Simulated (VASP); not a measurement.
# PtSe2 (fluorite type) (Fm-3m) in VASP: notebook, part 2 of 2

VASP 6.6.1. Earlier steps stand in the parts before.

**3. Electric field gradients, PBE**

INCAR

```
PREC     = Accurate       # precision mode
ENCUT    = 520            # plane-wave cutoff, eV
EDIFF    = 1E-8           # SCF threshold, eV
ISMEAR   = -1             # smearing method
SIGMA    = 0.05           # smearing width, eV
LREAL    = False          # projectors in reciprocal space
LASPH    = True           # aspherical terms in the spheres
NELM     = 80             # most SCF steps
ALGO     = Normal         # electronic algorithm
ISIF     = 2              # what is computed and relaxed
LWAVE    = False          # write WAVECAR
LCHARG   = False          # write CHGCAR
GGA      = PE             # functional
LEFG     = True         
NBANDS   = 18             # bands
```

KPOINTS

```
Automatic mesh
0
Gamma
  10 10 10
```

POSCAR

```
PtSe2
1.0
    0.0000000000      3.1452373649      3.1452373649
    3.1452373649      0.0000000000      3.1452373649
    3.1452373649      3.1452373649      0.0000000000
Pt Se
1 2
Direct
    0.0000000000      0.0000000000      0.0000000000
    0.2500000000      0.2500000000      0.2500000000
    0.7500000000      0.7500000000      0.7500000000
```

Potentials or basis: VASP PAW PBE potentials, release 64 (Pt, Se).

Command:

```console
$ cat potpaw_PBE.64/Pt/POTCAR potpaw_PBE.64/Se/POTCAR > POTCAR
$ mpirun -np 1 vasp_std > vasp.out
```

OUTCAR:

```text
PREC = Accurate
   ENCUT = 520
   EDIFF = 1E-8
   ISMEAR = -1
   LREAL = False
   LASPH = True
   NELM = 80
   ISIF = 2
   GGA = PE

 ion  position               nearest neighbor table
   1  0.000  0.000  0.000-   3 2.72   3 2.72   3 2.72   2 2.72   3 2.72   2 2.72   2 2.72   2 2.72

   2  0.250  0.250  0.250-   1 2.72   1 2.72   1 2.72   1 2.72
   3  0.750  0.750  0.750-   1 2.72   1 2.72   1 2.72   1 2.72

  LATTYP: Found a face centered cubic cell.
 ALAT       =     6.2904747298

  Lattice vectors:

 A1 = (   0.0000000000,   3.1452373649,   3.1452373649)
 A2 = (   3.1452373649,   0.0000000000,   3.1452373649)
 A3 = (   3.1452373649,   3.1452373649,   0.0000000000)

Analysis of symmetry for initial positions (statically):
=====================================================================
 Subroutine PRICEL returns:
 Original cell was already a primitive cell.

 Routine SETGRP: Setting up the symmetry group for a
 face centered cubic supercell.
[... 699 lines left out ...]
     3.145237365  3.145237365  0.000000000     0.158970514  0.158970514 -0.158970514

 POSITION                                       TOTAL-FORCE (eV/Angst)
 -----------------------------------------------------------------------------------
      0.00000      0.00000      0.00000         0.000000      0.000000      0.000000
      1.57262      1.57262      1.57262         0.000000      0.000000      0.000000
      4.71786      4.71786      4.71786        -0.000000     -0.000000     -0.000000
 -----------------------------------------------------------------------------------
    total drift:                                0.000000      0.000000      0.000000

  FREE ENERGIE OF THE ION-ELECTRON SYSTEM (eV)
  ---------------------------------------------------
  free  energy   TOTEN  =       -12.8489985266 eV

  energy  without entropy=      -12.8155934685  energy(sigma->0) =      -12.83229600

 Electric field gradients (V/A^2)
---------------------------------------------------------------------
 ion       V_xx      V_yy      V_zz      V_xy      V_xz      V_yz
---------------------------------------------------------------------
   1       0.000     0.000     0.000    -0.000    -0.000    -0.000
   2      -0.000    -0.000     0.000     0.000     0.000     0.000
   3      -0.000    -0.000     0.000     0.000     0.000     0.000
---------------------------------------------------------------------

 Electric field gradients after diagonalization (V/A^2)
 (convention: |V_zz| > |V_xx| > |V_yy|)
----------------------------------------------------------------------
 ion       V_xx      V_yy      V_zz     asymmetry (V_yy - V_xx)/ V_zz
----------------------------------------------------------------------
   1       0.000     0.000    -0.001       0.000
   2      -0.000    -0.000     0.001       0.000
   3      -0.000    -0.000     0.001       0.000
----------------------------------------------------------------------

           NMR quadrupolar parameters

 Cq : quadrupolar parameter    Cq=e*Q*V_zz/h
 eta: asymmetry parameters     (V_yy - V_xx)/ V_zz
 Q  : nuclear electric quadrupole moment in mb (millibarn)
----------------------------------------------------------------------
 ion       Cq(MHz)       eta       Q (mb)
----------------------------------------------------------------------
   1      -0.000       0.000       1.000
   2       0.000       0.000       1.000
   3       0.000       0.000       1.000
----------------------------------------------------------------------
```

Run time: 52 s. Hardware: 1 thread of Intel Xeon Platinum 8375C at 2.90GHz (Ice Lake), shared host; peak memory 0.23 GiB.

Results:

- Free energy: -12.8490 eV
- Pressure: -0.1 GPa
- Band gap on the k mesh: zero (bands 11 and 12 overlap by 0.46 eV)
- Largest electric field gradient by atom: zero within the noise of the run

Caveat: spin-orbit coupling is left out, which moves the levels of the heavy elements.

**4. Single point, PBE**

POSCAR is that of step 3.

INCAR.step1

```
ALGO = Normal ; EDIFF = 1E-6
ENCUT = 520 ; GGA = PE
ISIF = 2 ; ISMEAR = -1
LASPH = True ; LCHARG = True
LMAXMIX = 4 ; LREAL = False
LWAVE = False ; NBANDS = 18
NELM = 100 ; PREC = Accurate
SIGMA = 0.05
```

KPOINTS.step1

```
k-points
0
Gamma
  10 10 10
```

INCAR.step2

```
ALGO = Normal ; EDIFF = 1E-6
ENCUT = 520 ; GGA = PE
ICHARG = 11 ; ISIF = 2
ISMEAR = -5 ; LASPH = True
LCHARG = False ; LMAXMIX = 4
LORBIT = 10 ; LREAL = False
LWAVE = False ; NBANDS = 18
NEDOS = 1001 ; NELM = 100
PREC = Accurate ; SIGMA = 0.05
```

KPOINTS.step2

```
k-points
0
Gamma
  15 15 15
```

Command:

```console
$ cat potpaw_PBE.64/Pt/POTCAR potpaw_PBE.64/Se/POTCAR > POTCAR
$ cp INCAR.step1 INCAR
$ cp KPOINTS.step1 KPOINTS
$ mpirun -np 1 vasp_std > vasp.out
$ cp INCAR.step2 INCAR
$ cp KPOINTS.step2 KPOINTS
$ mpirun -np 1 vasp_std > vasp.out
```

Run time: 96 s. Hardware: 1 thread of Intel Xeon Platinum 8375C at 2.90GHz (Ice Lake), shared host; peak memory 0.29 GiB.

It converged, with:

```
Valence electrons inside the program's atomic spheres : Pt 9.10; Se 3.68
```

Levels at points of the mesh, in eV from the Fermi level:
```csv
k point,band 7,band 8,band 9,band 10,band 11,band 12,band 13,band 14,band 15,band 16
"(0.00, 0.00, 0.00)",-3.91,-1.37,-1.37,-1.37,0.00,0.00,0.00,1.45,3.21,3.21
```

Caveat: spin-orbit coupling is left out, which moves the levels of the heavy elements; tetrahedron occupations give inexact forces and stress in metals.

**5. Electric field gradients, PBE, collinear spin**

INCAR

```
PREC = Accurate
ENCUT = 520
EDIFF = 1E-8
ISMEAR = -1
SIGMA = 0.05
LREAL = False
LASPH = True
NELM = 150
ALGO = Normal
ISIF = 2
LWAVE = False
LCHARG = False
ISPIN = 2
MAGMOM = 0.5 -1 2
LORBIT = 11
LMAXMIX = 4
GGA = PE
LEFG = True
NBANDS = 22
```

KPOINTS is that of step 3.

POSCAR is that of step 4.

Potentials or basis: VASP PAW PBE potentials, release 64 (Pt, Se).

Command:

```console
$ cat potpaw_PBE.64/Pt/POTCAR potpaw_PBE.64/Se/POTCAR > POTCAR
$ mpirun -np 1 vasp_std > vasp.out
```

OUTCAR:

```text
PREC = Accurate
   ENCUT = 520
   EDIFF = 1E-8
   ISMEAR = -1
   LREAL = False
   LASPH = True
   NELM = 150
   ISIF = 2
   ISPIN = 2
   LORBIT = 11
   GGA = PE

 ion  position               nearest neighbor table
   1  0.000  0.000  0.000-   3 2.72   3 2.72   3 2.72   2 2.72   3 2.72   2 2.72   2 2.72   2 2.72

   2  0.250  0.250  0.250-   1 2.72   1 2.72   1 2.72   1 2.72
   3  0.750  0.750  0.750-   1 2.72   1 2.72   1 2.72   1 2.72

  LATTYP: Found a face centered cubic cell.
 ALAT       =     6.2904747298

  Lattice vectors:

[... 1454 lines left out ...]
 (convention: |V_zz| > |V_xx| > |V_yy|)
----------------------------------------------------------------------
 ion       V_xx      V_yy      V_zz     asymmetry (V_yy - V_xx)/ V_zz
----------------------------------------------------------------------
   1       0.000     0.000    -0.001       0.000
   2      -0.000    -0.000     0.001       0.000
   3      -0.000    -0.000     0.001       0.000
----------------------------------------------------------------------

           NMR quadrupolar parameters

 Cq : quadrupolar parameter    Cq=e*Q*V_zz/h
 eta: asymmetry parameters     (V_yy - V_xx)/ V_zz
 Q  : nuclear electric quadrupole moment in mb (millibarn)
----------------------------------------------------------------------
 ion       Cq(MHz)       eta       Q (mb)
----------------------------------------------------------------------
   1      -0.000       0.000       1.000
   2       0.000       0.000       1.000
   3       0.000       0.000       1.000
----------------------------------------------------------------------

 total charge

# of ion       s       p       d       tot
------------------------------------------
    1        0.548   0.496   8.054   9.098
    2        1.542   2.080   0.061   3.683
    3        1.542   2.080   0.061   3.683
--------------------------------------------------
tot          3.632   4.657   8.176  16.465

 magnetization (x)

# of ion       s       p       d       tot
------------------------------------------
    1       -0.000  -0.000   0.000   0.000
    2        0.000   0.000  -0.000   0.000
    3       -0.000   0.000   0.000  -0.000
--------------------------------------------------
tot         -0.000   0.000   0.000   0.000
```

Wall time 2.5 min (1 thread of Intel Xeon Platinum 8375C at 2.90GHz (Ice Lake), shared host); peak memory 0.3 GiB.

Results:

```yaml
Free_energy: -12.8490 eV
Pressure: -0.1 GPa
Band_gap_on_the_k_mesh: zero (filled and empty bands overlap)
Net_moment: 0.00 μB per cell
Largest_electric_field_gradient_by_atom: zero within the noise of the run
Valence_electrons_inside_the_program's_atomic_spheres: Pt 9.10; Se 3.68
```

Caveat: spin-orbit coupling is left out, which moves the levels of the heavy elements.

**6. The runs side by side**

```tsv
task	spin	k mesh for the DOS	occupations for the DOS	gap on the mesh (eV)	pressure (GPa)
electric field gradients	off	-	-	none	-0.1
single point	off	15 × 15 × 15	tetrahedron	-	-
electric field gradients	collinear	-	-	none	-0.1
```

Alike in all rows: level PBE; potentials or basis VASP PAW PBE potentials, release 64 (Pt, Se); cell as given; k mesh 10 × 10 × 10; cutoff (eV) 520; smearing fermi-dirac 0.05 eV.

Caveats: spin-orbit coupling is left out, which moves the levels of the heavy elements; tetrahedron occupations give inexact forces and stress in metals (at least some runs).

Absolute energies hang on the potentials; compare differences alone.
